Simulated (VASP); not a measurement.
# MgO (P6_3mc) in VASP: settings compared, part 2 of 2

VASP 6.6.1.

### 3 Single point, r2SCAN

This run uses another cell than the first one, of 12.04 Å³/atom, 1.020 times its volume.

Contents of POSCAR:

```
MgO
1.0
    3.3296934990      0.0000000000      0.0000000000
   -1.6648467495      2.8835991569      0.0000000000
    0.0000000000      0.0000000000      5.0158818481
Mg O
2 2
Direct
    0.6666666667      0.3333333333      0.5021597400
    0.3333333333      0.6666666667      0.0021597400
    0.6666666667      0.3333333333      0.9024402600
    0.3333333333      0.6666666667      0.4024402600
```

Contents of INCAR.step1:

```
SYSTEM = MgO
  PREC = Accurate
  ENCUT = 520
  ISMEAR = -1
  SIGMA = 0.05
  LREAL = .False.
  LASPH = .True.
  NELM = 80
  NBANDS = 16
  GGA = PE
  ALGO = Normal
  EDIFF = 1E-4
  LWAVE = .True.
  LCHARG = .False.
```

Contents of INCAR.step2:

```
SYSTEM = MgO
  PREC = Accurate
  ENCUT = 520
  EDIFF = 1E-6
  ISMEAR = -1
  SIGMA = 0.05
  LREAL = .False.
  LASPH = .True.
  NELM = 80
  ALGO = Normal
  ISIF = 2
  LWAVE = .False.
  LCHARG = .False.
  METAGGA = R2SCAN
  LMIXTAU = .True.
  NBANDS = 16
  ISTART = 1
```

Contents of KPOINTS:

```
Automatic mesh
0
Gamma
  9 9 6
  0 0 0
```

Potentials or basis: VASP PAW PBE potentials, release 64 (Mg, O).

Run with:

```sh
$ cat potpaw_PBE.64/Mg/POTCAR potpaw_PBE.64/O/POTCAR > POTCAR
$ cp INCAR.step1 INCAR
$ mpirun -np 1 vasp_std > vasp.out
$ cp INCAR.step2 INCAR
$ mpirun -np 1 vasp_std > vasp.out
```

OUTCAR:

```text
SYSTEM = MgO
   PREC = Accurate
   ENCUT = 520
   EDIFF = 1E-6
   ISMEAR = -1
   LREAL = .False.
   LASPH = .True.
   NELM = 80
   ISIF = 2
   METAGGA = R2SCAN
   ISTART = 1

 ion  position               nearest neighbor table
   1  0.667  0.333  0.502-   4 1.99   4 1.99   4 1.99   3 2.01   2 3.16   2 3.16   2 3.16   2 3.16
                             2 3.16   2 3.16
   2  0.333  0.667  0.002-   3 1.99   3 1.99   3 1.99   4 2.01   1 3.16   1 3.16   1 3.16   1 3.16
                             1 3.16   1 3.16
   3  0.667  0.333  0.902-   2 1.99   2 1.99   2 1.99   1 2.01
   4  0.333  0.667  0.402-   1 1.99   1 1.99   1 1.99   2 2.01

  LATTYP: Found a hexagonal cell.
 ALAT       =     3.3296934990
 C/A-ratio  =     1.5064094787

  Lattice vectors:

 A1 = (   3.3296934990,   0.0000000000,   0.0000000000)
 A2 = (  -1.6648467495,   2.8835991569,   0.0000000000)
 A3 = (   0.0000000000,   0.0000000000,   5.0158818481)

Analysis of symmetry for initial positions (statically):
=====================================================================
 Subroutine PRICEL returns:
 Original cell was already a primitive cell.

[... 178 lines left out ...]
 cond. band min:       4.6481332054   @ k =   0.0000   0.0000   0.0000
 fundamental gap:      4.0160464800
 Fermi energy:         1.6285909396

 k-point     1 :       0.0000    0.0000    0.0000
  band No.  band energies     occupation
      1     -16.5201      2.00000
      2     -15.7662      2.00000
      3      -2.5893      2.00000
      4      -0.1594      2.00000
      5      -0.1594      2.00000
      6       0.1801      2.00000
[... 433 lines left out ...]
      3      -2.0250      2.00000
      4      -1.5353      2.00000
      5      -1.5353      2.00000
      6      -0.7802      2.00000
[... 8 lines left out ...]
     15      14.8708      0.00000
     16      18.7673      0.00000

 [... further k-points ...]

------------------------ aborting loop because EDIFF is reached ----------------------------------------

  FORCE on cell =-STRESS in cart. coord.  units (eV):
  Direction    XX          YY          ZZ          XY          YZ          ZX
  --------------------------------------------------------------------------------------
  -------------------------------------------------------------------------------------
  Total       -1.1348167     -1.1348167     -0.8984415      0.0000000      0.0000000     -0.0000000
  in kB      -37.7528610    -37.7528610    -29.8891764      0.0000000      0.0000000     -0.0000000
  external PRESSURE =     -35.1316328 kB  Pullay stress =       0.0000000 kB

 VOLUME and BASIS-vectors are now :
 -----------------------------------------------------------------------------
  energy-cutoff  :      520.00
  volume of cell :       48.16
      direct lattice vectors                 reciprocal lattice vectors
     3.329693499  0.000000000  0.000000000     0.300327943  0.173394419  0.000000000
    -1.664846749  2.883599157  0.000000000     0.000000000  0.346788838  0.000000000
     0.000000000  0.000000000  5.015881848     0.000000000  0.000000000  0.199366738

 POSITION                                       TOTAL-FORCE (eV/Angst)
 -----------------------------------------------------------------------------------
      1.66485      0.96120      2.51877         0.000000      0.000000      0.047706
     -0.00000      1.92240      0.01083        -0.000000     -0.000000      0.047706
      1.66485      0.96120      4.52653         0.000000     -0.000000     -0.047706
     -0.00000      1.92240      2.01859        -0.000000      0.000000     -0.047706
 -----------------------------------------------------------------------------------
    total drift:                               -0.000000      0.000000     -0.012869

  FREE ENERGIE OF THE ION-ELECTRON SYSTEM (eV)
  ---------------------------------------------------
  free  energy   TOTEN  =       -31.8405170734 eV

  energy  without entropy=      -31.8405170733  energy(sigma->0) =      -31.84051707
```

Wall time 94 s (1 thread of AMD EPYC 9R45 (Zen 5), shared host); peak memory 0.16 GiB.

Results:

```yaml
Free_energy: -31.8405 eV
Pressure: -3.5 GPa
Largest_force: 0.048 eV/Å
Band_gap_on_the_k_mesh: 4.02 eV, direct
```

Forces on the atoms (eV/Å):
```
Mg   0.000  0.000  0.048
Mg   0.000  0.000  0.048
O    0.000  0.000 -0.048
O    0.000  0.000 -0.048
```

Stress tensor (GPa, compression positive):
```
-3.78  0.00  0.00
 0.00 -3.78  0.00
 0.00  0.00 -2.99
```

Levels at points of the mesh, in eV from the valence-band top:
```tsv
k point	band 5	band 6	band 7	band 8	band 9	band 10	band 11	band 12
(0.00, 0.00, 0.00)	-0.79	-0.45	-0.45	0.00	4.02	9.23	11.04	14.87
(0.00, 0.00, 0.50)	-0.63	-0.63	-0.63	-0.63	6.54	6.54	14.03	14.03
```

Caveat: the PAW data sets were made with another functional, which shifts forces and pressure a little.

### 4 Single point, r2SCAN

This run uses another cell than the first one, of 12.28 Å³/atom, 1.040 times its volume.

Contents of POSCAR:

```
MgO
1.0
    3.3513154912      0.0000000000      0.0000000000
   -1.6756577457      2.9023243515      0.0000000000
    0.0000000000      0.0000000000      5.0484534221
Mg O
2 2
Direct
    0.6666666667      0.3333333333      0.5021597400
    0.3333333333      0.6666666667      0.0021597400
    0.6666666667      0.3333333333      0.9024402600
    0.3333333333      0.6666666667      0.4024402600
```

Contents of INCAR.step1:

```
ALGO = Normal
EDIFF = 1E-4
ENCUT = 520
GGA = PE
ISMEAR = -1
LASPH = T
LCHARG = F
LREAL = F
LWAVE = T
NBANDS = 16
NELM = 80
PREC = Accurate
SIGMA = 0.05
```

Contents of INCAR.step2:

```
ALGO = Normal
EDIFF = 1E-7
ENCUT = 520
ISIF = 2
ISMEAR = -1
ISTART = 1
LASPH = T
LCHARG = F
LMIXTAU = T
LREAL = F
LWAVE = F
METAGGA = R2SCAN
NBANDS = 16
NELM = 80
PREC = Accurate
SIGMA = 0.05
```

Contents of KPOINTS:

```
k-points
0
Gamma
  9 9 6
```

Run with:

```sh
$ cat potpaw_PBE.64/Mg/POTCAR potpaw_PBE.64/O/POTCAR > POTCAR
$ cp INCAR.step1 INCAR
$ mpirun -np 1 vasp_std > vasp.out
$ cp INCAR.step2 INCAR
$ mpirun -np 1 vasp_std > vasp.out
```

It took 2 min on 1 thread of AMD EPYC 9R45 (Zen 5), shared host; peak memory 0.17 GiB.

It converged, with:

- Free energy: -31.8142 eV
- Pressure: -5.7 GPa
- Largest force: 0.065 eV/Å
- Band gap on the k mesh: 3.91 eV, direct

Forces on the atoms (eV/Å):
```
Mg   0.000  0.000  0.065
Mg   0.000  0.000  0.065
O    0.000  0.000 -0.065
O    0.000  0.000 -0.065
```

Stress tensor (GPa, compression positive):
```
-6.07  0.00  0.00
 0.00 -6.07  0.00
 0.00  0.00 -4.94
```

Levels at points of the mesh, in eV from the valence-band top:
| k point | band 4 | band 5 | band 6 | band 7 | band 8 | band 9 | band 10 | band 11 | band 12 | band 13 |
| --- | --- | --- | --- | --- | --- | --- | --- | --- | --- | --- |
| (0.00, 0.00, 0.00) | -0.78 | -0.78 | -0.44 | -0.44 | 0.00 | 3.91 | 9.08 | 10.88 | 14.72 | 14.72 |
| (0.00, 0.00, 0.50) | -1.94 | -0.61 | -0.61 | -0.61 | -0.61 | 6.41 | 6.41 | 13.86 | 13.86 | 15.20 |

Caveat: the PAW data sets were made with another functional, which shifts forces and pressure a little. r2SCAN opens gaps a little over a GGA but as a rule still falls short of measured ones.

### 5 Single point, LDA (volume scaled by 1.06)

Contents of INCAR:

```
SYSTEM = MgO
PREC = Accurate ; ENCUT = 520
EDIFF = 1E-6 ; ISMEAR = -1
SIGMA = 0.05 ; LREAL = .False.
LASPH = .True. ; NELM = 100
ALGO = Normal ; ISIF = 2
LWAVE = .False. ; LCHARG = .False.
NBANDS = 16
```

Contents of KPOINTS:

```
Automatic mesh
0
Gamma
  9 9 6
  0 0 0
```

Contents of POSCAR:

```
MgO
1.0
    3.3726620253      0.0000000000      0.0000000000
   -1.6863310127      2.9208109923      0.0000000000
    0.0000000000      0.0000000000      5.0806100433
Mg O
2 2
Direct
    0.6666666667      0.3333333333      0.5021597400
    0.3333333333      0.6666666667      0.0021597400
    0.6666666667      0.3333333333      0.9024402600
    0.3333333333      0.6666666667      0.4024402600
```

Potentials or basis: VASP PAW LDA potentials, release 64 (Mg, O).

Run with:

```sh
$ cat potpaw_LDA.64/Mg/POTCAR potpaw_LDA.64/O/POTCAR > POTCAR
$ mpirun -np 1 vasp_std > vasp.out
```

It took 50 s on 1 thread of Intel Xeon 6975P-C, shared host; peak memory 0.17 GiB.

Results (log left out):

| Property | Result |
| --- | --- |
| Free energy | -26.0807 eV |
| Pressure | -11.3 GPa |
| Largest force | 0.102 eV/Å |
| Band gap on the k mesh | 3.05 eV, direct |

Forces in eV/Å, atoms in the order of the input:
```
Mg   0.000  0.000  0.102
Mg   0.000  0.000  0.102
O    0.000  0.000 -0.102
O    0.000  0.000 -0.102
```

Stress tensor (GPa, compression positive):
```
-11.85   0.00   0.00
  0.00 -11.85   0.00
  0.00   0.00 -10.13
```

Levels at points of the mesh, in eV from the valence-band top:
| k point | band 6 | band 7 | band 8 | band 9 | band 10 | band 11 |
| --- | --- | --- | --- | --- | --- | --- |
| (0.00, 0.00, 0.00) | -0.43 | -0.43 | 0.00 | 3.05 | 7.89 | 9.72 |
| (0.00, 0.00, 0.50) | -0.60 | -0.60 | -0.60 | 5.50 | 5.50 | 12.47 |

Caveat: the cell differs from its parent crystal (volume scaled by 1.06).

### 6 Single point, PBEsol (volume scaled by 1.06)

Contents of INCAR:

```
SYSTEM = MgO
PREC     = Accurate       ! precision mode
ENCUT    = 520            ! plane-wave cutoff, eV
EDIFF    = 1E-7           ! SCF threshold, eV
ISMEAR   = -1             ! smearing method
SIGMA    = 0.05           ! smearing width, eV
LREAL    = .FALSE.        ! projectors in reciprocal space
LASPH    = .TRUE.         ! aspherical terms in the spheres
NELM     = 80             ! most SCF steps
ALGO     = Normal         ! electronic algorithm
ISIF     = 2              ! what is computed and relaxed
LWAVE    = .FALSE.        ! write WAVECAR
LCHARG   = .FALSE.        ! write CHGCAR
GGA      = PS             ! functional
NBANDS   = 16             ! bands
```

Contents of KPOINTS:

```
Automatic mesh
0
G
  9 9 6
  0 0 0
```

POSCAR is that of step 5.

Potentials or basis: VASP PAW PBE potentials, release 64 (Mg, O).

Run with:

```sh
$ cat potpaw_PBE.64/Mg/POTCAR potpaw_PBE.64/O/POTCAR > POTCAR
$ mpirun -np 1 vasp_std > vasp.out
```

It took 58 s on 1 thread of Intel Xeon 6975P-C, shared host; peak memory 0.19 GiB.

Results (log left out):

* Free energy: -24.4947 eV
* Pressure: -6.3 GPa
* Largest force: 0.061 eV/Å
* Band gap on the k mesh: 3.04 eV, direct

Forces on the atoms (eV/Å):
```
Mg   0.000  0.000  0.061
Mg   0.000  0.000  0.061
O    0.000  0.000 -0.061
O    0.000  0.000 -0.061
```

Stress tensor (GPa, compression positive):
```
-6.69  0.00  0.00
 0.00 -6.69  0.00
 0.00  0.00 -5.64
```

Levels at points of the mesh, in eV from the valence-band top:
```csv
k point,band 4,band 5,band 6,band 7,band 8,band 9,band 10,band 11,band 12,band 13
"(0.00, 0.00, 0.00)",-0.76,-0.76,-0.42,-0.42,0.00,3.04,7.98,9.77,13.53,13.53
"(0.00, 0.00, 0.50)",-1.97,-0.60,-0.60,-0.60,-0.60,5.52,5.52,12.59,12.59,13.98
```

Caveat: the cell differs from its parent crystal (volume scaled by 1.06); the PAW data sets were made with another functional, which shifts forces and pressure a little. A k mesh can miss the band edges.

### 7 The runs side by side

| level | potentials or basis | cell | gap on the mesh (eV) | pressure (GPa) | largest force (eV/Å) |
| --- | --- | --- | --- | --- | --- |
| r2SCAN | VASP PAW PBE potentials, release 64 (Mg, O) | a = 3.308, b = 3.308, c = 4.983 Å, angles 90.0, 90.0, 120.0°, 4 atoms | 4.13 | -1.1 | 0.03 |
| r2SCAN | VASP PAW PBE potentials, release 64 (Mg, O) | a = 3.330, b = 3.330, c = 5.016 Å, angles 90.0, 90.0, 120.0°, 4 atoms | 4.02 | -3.5 | 0.05 |
| r2SCAN | VASP PAW PBE potentials, release 64 (Mg, O) | a = 3.351, b = 3.351, c = 5.048 Å, angles 90.0, 90.0, 120.0°, 4 atoms | 3.91 | -5.7 | 0.07 |
| LDA | VASP PAW LDA potentials, release 64 (Mg, O) | a = 3.373, b = 3.373, c = 5.081 Å, angles 90.0, 90.0, 120.0°, 4 atoms | 3.05 | -11.3 | 0.10 |
| PBEsol | VASP PAW PBE potentials, release 64 (Mg, O) | a = 3.373, b = 3.373, c = 5.081 Å, angles 90.0, 90.0, 120.0°, 4 atoms | 3.04 | -6.3 | 0.06 |

Alike in all rows: task single point; no spin polarisation; k mesh 9 × 9 × 6; cutoff (eV) 520; smearing fermi-dirac 0.05 eV.

Caveats: the PAW data sets were made with another functional, which shifts forces and pressure a little (some runs).

Absolute energies hang on the potentials; compare differences alone.
